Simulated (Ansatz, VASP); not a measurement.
# One calculation of Ti, two programs

```
Ti
1.0
     0.00000    1.96910    1.96910
     1.96910    0.00000    1.96910
     1.96910    1.96910    0.00000
Ti
1
Direct
  0.00000 0.00000 0.00000
```

Change from the starting cell: strain -0.030 along x and y, -0.030 along z, atoms carried along.

Alike in both runs: task single point; functional r2SCAN; k mesh 20 × 20 × 20; occupations gaussian, width 0.15 eV; no spin polarisation.

|  | VASP | Ansatz |
| --- | --- | --- |
| version | VASP 6.6.1 | Ansatz 0.2.0 |
| potentials or method | VASP PAW PBE potentials, release 64 (Ti_sv), cutoff 520 eV | scalar-relativistic, plane waves, PAW |
| valence electrons in the cell | 12 | 12 |

|  | VASP | Ansatz | Ansatz less VASP |
| --- | --- | --- | --- |
| gap on the k mesh at the Fermi level (eV) | none | none | - |
| pressure (GPa) | 18.1 | 17.6 | -0.53 |

VASP's potentials were made for PBE, not for r2SCAN. A gap of «none» marks a metal or a gap that the smearing closes. The functional is the same, so the differences come from potentials, cutoffs and numerics.
